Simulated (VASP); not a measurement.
Write the native input for VASP 6.6.1 that does the following.

- Task: relaxation of cell and atoms
- Functional: PBEsol
- Potentials or basis: VASP PAW PBE potentials, release 64 (Zn, S)
- Cutoff: 600 eV
- k mesh: 9 × 9 × 9
- Occupations: fermi-dirac, width 0.05 eV
- Spin: no spin polarisation
- Target pressure: 5 GPa
- Dipole correction: no
- Further INCAR settings: ALGO = Normal; EDIFF = 1e-06; IBRION = 2; EDIFFG = -0.01; NSW = 80; ISIF = 3

The structure of ZnS lies in POSCAR:

```
ZnS
1.0
    0.0000000000      2.7020000000      2.7020000000
    2.7020000000      0.0000000000      2.7020000000
    2.7020000000      2.7020000000      0.0000000000
Zn S
1 1
Direct
    0.7500000000      0.7500000000      0.7500000000
    0.0000000000      0.0000000000      0.0000000000
```

One way to write it, as run:

INCAR

```
ALGO     = Normal         # electronic algorithm
EDIFF    = 1E-6           # SCF threshold, eV
EDIFFG   = -0.01          # ionic threshold
ENCUT    = 600            # plane-wave cutoff, eV
GGA      = PS             # functional
IBRION   = 2              # ionic algorithm
ISIF     = 3              # what is computed and relaxed
ISMEAR   = -1             # smearing method
LASPH    = T              # aspherical terms in the spheres
LCHARG   = F              # write CHGCAR
LREAL    = F              # projectors in reciprocal space
LWAVE    = F              # write WAVECAR
NELM     = 60             # most SCF steps
NSW      = 80             # ionic steps
PREC     = Accurate       # precision mode
PSTRESS  = 50.0         
SIGMA    = 0.05           # smearing width, eV
```

KPOINTS

```
k-points
0
Gamma
  9 9 9
```

Potentials or basis: VASP PAW PBE potentials, release 64 (Zn, S).

Run with:

```console
$ cat potpaw_PBE.64/Zn/POTCAR potpaw_PBE.64/S/POTCAR > POTCAR
$ mpirun -np 1 vasp_std > vasp.out
```

Results of the run:

The relaxed volume is 18.21 Å³/atom. The relaxed cell is a = 3.720 Å, b = 3.720 Å, c = 3.720 Å, α = 60.00°, β = 60.00°, γ = 60.00° and the space group after relaxing (to 0.1 Å) is F-43m (No. 216). The energy change on relaxing (the run minimises the enthalpy) is +12.9 meV/atom, the ionic steps are 3 and the pressure after relaxing is 5.0 GPa. The band gap on the k mesh is 2.33 eV.

Caveat: the cell is relaxed towards a set pressure, so the run minimises the enthalpy, not the energy; the PAW data sets were made with another functional, which shifts forces and pressure a little.

It took 49 s on 1 thread of Intel Xeon 8259CL (shared host), peak memory 0.2 GiB.
